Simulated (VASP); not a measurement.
Write the native input for VASP 6.6.1 that does the following.

```yaml
Task: single point
Functional: r2SCAN
Potentials_or_basis: VASP PAW PBE potentials, release 64 (Ca_sv, Se)
Cutoff: 520 eV
k_mesh: 8 × 8 × 8
Occupations: fermi-dirac, width 0.02 eV
Spin: no spin polarisation
Dipole_correction: no
Further_INCAR_settings: ALGO = Normal; EDIFF = 1e-06; NBANDS = 15
```

CaSe:

```
CELL_PARAMETERS angstrom
0.00000 2.90665 2.90665
2.90665 0.00000 2.90665
2.90665 2.90665 0.00000
ATOMIC_POSITIONS crystal
Ca 0.00000 0.00000 0.00000
Se 0.50000 0.50000 0.50000
```

One way to write it, as run:

POSCAR

```
CaSe
1.0
    0.0000000000      2.9066545200      2.9066545200
    2.9066545200      0.0000000000      2.9066545200
    2.9066545200      2.9066545200      0.0000000000
Ca Se
1 1
Direct
    0.0000000000      0.0000000000      0.0000000000
    0.5000000000      0.5000000000      0.5000000000
```

INCAR.step1

```
ALGO = Normal ; EDIFF = 1E-4
ENCUT = 520 ; GGA = PE
ISMEAR = -1 ; LASPH = True
LCHARG = False ; LREAL = False
LWAVE = True ; NBANDS = 15
NELM = 100 ; PREC = Accurate
SIGMA = 0.02
```

INCAR.step2

```
ALGO = Normal ; EDIFF = 1E-6
ENCUT = 520 ; ISIF = 2
ISMEAR = -1 ; ISTART = 1
LASPH = True ; LCHARG = False
LMIXTAU = True ; LREAL = False
LWAVE = False ; METAGGA = R2SCAN
NBANDS = 15 ; NELM = 100
PREC = Accurate ; SIGMA = 0.02
```

KPOINTS

```
k-points
0
Gamma
  8 8 8
```

Potentials or basis: VASP PAW PBE potentials, release 64 (Ca_sv, Se).

Run with:

```bash
$ cat potpaw_PBE.64/Ca_sv/POTCAR potpaw_PBE.64/Se/POTCAR > POTCAR
$ cp INCAR.step1 INCAR
$ mpirun -np 1 vasp_std > vasp.out
$ cp INCAR.step2 INCAR
$ mpirun -np 1 vasp_std > vasp.out
```

It gave:

```
Pressure               : 4.0 GPa
Band gap on the k mesh : 2.36 eV (least direct gap 3.36 eV)
```

Caveat: the cell stands under pressure; the PAW data sets were made with another functional, which shifts forces and pressure a little.

Wall time 57 s on 1 thread of AMD EPYC 9R45 96-Core Processor (Zen 5), with other jobs on the host, peak memory 0.16 GiB.
